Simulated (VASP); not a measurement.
**Au: single point with PBE**

Au:

```
CELL_PARAMETERS angstrom
0.00000 2.11973 2.11973
2.11973 0.00000 2.11973
2.11973 2.11973 0.00000
ATOMIC_POSITIONS crystal
Au 0.00000 0.00000 0.00000
```

This cell differs from its parent crystal: volume scaled by 1.06.

```json
{
 "Program": "VASP 6.6.1",
 "Task": "single point",
 "Functional": "PBE",
 "Potentials or basis": "VASP PAW PBE potentials, release 64 (Au)",
 "Cutoff": "520 eV",
 "k mesh": "18 × 18 × 18",
 "Occupations": "gaussian, width 0.1 eV",
 "Spin": "no spin polarisation"
}
```

```json
{
 "Pressure": "-7.0 GPa"
}
```

Levels at points of the mesh, in eV from the Fermi level:
```csv
k point,band 2,band 3,band 4,band 5,band 6,band 7,band 8,band 9,band 10,band 11
"(0.00, 0.00, 0.00)",-4.07,-4.07,-4.07,-2.83,-2.83,14.68,18.04,18.04,18.04,22.61
"(0.50, 0.00, 0.00)",-4.10,-4.10,-1.84,-1.84,-0.39,2.58,14.11,16.34,16.34,23.37
"(0.50, 0.50, 0.00)",-5.78,-1.88,-1.58,-1.58,1.39,4.99,9.75,9.75,16.10,18.42
```

Run time: 53 s on 1 thread of Intel Xeon 8259CL, on a shared host, peak memory 0.17 GiB.

Caveat: spin-orbit coupling is left out, which moves the levels of the heavy elements.
